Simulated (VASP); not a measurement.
Write the native input for VASP 6.6.1 that does the following.

```yaml
Task: single point
Functional: LDA
Potentials_or_basis: VASP PAW LDA potentials, release 64 (Al, Ni)
Cutoff: 520 eV
k_mesh: 10 × 10 × 10
Occupations: fermi-dirac, width 0.1 eV
Spin: collinear spin, ferromagnetic start
Starting_moments: "[0.0, 1.0] μB"
Dipole_correction: no
Further_INCAR_settings: ALGO = Normal; EDIFF = 1e-07; NBANDS = 18
```

The structure of AlNi lies in POSCAR:

```
AlNi
1.0
    2.8810000000      0.0000000000      0.0000000000
    0.0000000000      2.8810000000      0.0000000000
    0.0000000000      0.0000000000      2.8810000000
Al Ni
1 1
Direct
    0.0000000000      0.0000000000      0.0000000000
    0.5000000000      0.5000000000      0.5000000000
```

One way to write it, as run:

INCAR

```
SYSTEM = AlNi
PREC = Accurate
ENCUT = 520
EDIFF = 1E-7
ISMEAR = -1
SIGMA = 0.1
LREAL = .False.
LASPH = .True.
NELM = 150
ALGO = Normal
ISIF = 2
LWAVE = .False.
LCHARG = .False.
ISPIN = 2
MAGMOM = 0 1
LORBIT = 11
LMAXMIX = 4
NBANDS = 18
```

KPOINTS

```
regular mesh
0
Gamma
  10 10 10
  0 0 0
```

Potentials or basis: VASP PAW LDA potentials, release 64 (Al, Ni).

Command:

```sh
$ cat potpaw_LDA.64/Al/POTCAR potpaw_LDA.64/Ni/POTCAR > POTCAR
$ mpirun -np 1 vasp_std > vasp.out
```

It gave:

The pressure is -8.2 GPa and the net moment is 0.00 μB per cell. The valence electrons inside the program's atomic spheres are Al 0.81; Ni 9.49.

Run time: 26 s on 1 thread of AMD EPYC 9R45 96-Core Processor (Zen 5), with other jobs on the host, peak memory 0.13 GiB.
